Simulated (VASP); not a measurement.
Wanted: the native input for a VASP 6.6.1 run.

```
Task                   : single point
Functional             : r2SCAN
Potentials or basis    : VASP PAW PBE potentials, release 64 (Hf_pv, Si)
Cutoff                 : 520 eV
k mesh                 : 10 × 10 × 10
Occupations            : gaussian, width 0.1 eV
Spin                   : no spin polarisation
Dipole correction      : no
Further INCAR settings : ALGO = Normal; EDIFF = 1e-06; NBANDS = 33
```

Crystal: Hf2Si.

```
CELL_PARAMETERS angstrom
-3.29188 3.29188 2.59658
3.29188 -3.29188 2.59658
3.29188 3.29188 -2.59658
ATOMIC_POSITIONS crystal
Hf 0.84310 0.65690 0.50000
Hf 0.34310 0.84310 0.18621
Hf 0.15690 0.34310 0.50000
Hf 0.65690 0.15690 0.81379
Si 0.75000 0.75000 0.00000
Si 0.25000 0.25000 0.00000
```

One way to write it, as run:

POSCAR

```
Hf2Si
1.0
   -3.2918787595      3.2918787595      2.5965750962
    3.2918787595     -3.2918787595      2.5965750962
    3.2918787595      3.2918787595     -2.5965750962
Hf Si
4 2
Direct
    0.8431026420      0.6568973580      0.5000000000
    0.3431026420      0.8431026420      0.1862052839
    0.1568973580      0.3431026420      0.5000000000
    0.6568973580      0.1568973580      0.8137947161
    0.7500000000      0.7500000000      0.0000000000
    0.2500000000      0.2500000000      0.0000000000
```

INCAR.step1

```
PREC = Accurate
ENCUT = 520
ISMEAR = 0
SIGMA = 0.1
LREAL = F
LASPH = T
NELM = 100
NBANDS = 33
GGA = PE
ALGO = Normal
EDIFF = 1E-4
LWAVE = T
LCHARG = F
```

INCAR.step2

```
PREC = Accurate
ENCUT = 520
EDIFF = 1E-6
ISMEAR = 0
SIGMA = 0.1
LREAL = F
LASPH = T
NELM = 100
ALGO = Normal
ISIF = 2
LWAVE = F
LCHARG = T
METAGGA = R2SCAN
LMIXTAU = T
LELF = T
LVHAR = T
NBANDS = 33
ISTART = 1
```

KPOINTS

```
regular mesh
0
Gamma
  10 10 10
```

Potentials or basis: VASP PAW PBE potentials, release 64 (Hf_pv, Si).

Run with:

```sh
$ cat potpaw_PBE.64/Hf_pv/POTCAR potpaw_PBE.64/Si/POTCAR > POTCAR
$ cp INCAR.step1 INCAR
$ mpirun -np 1 vasp_std > vasp.out
$ cp INCAR.step2 INCAR
$ mpirun -np 1 vasp_std > vasp.out
```

Results of the run:

The pressure is -2.3 GPa and the largest force is 0.055 eV/Å. The band gap on the k mesh is zero (bands 24 and 25 overlap by 0.84 eV).

Caveat: the PAW data sets were made with another functional, which shifts forces and pressure a little; spin-orbit coupling is left out, which moves the levels of the heavy elements.

Wall time 10 min on 1 thread of Intel(R) Xeon(R) 6975P-C (Granite Rapids), with other jobs on the host, peak memory 0.47 GiB.
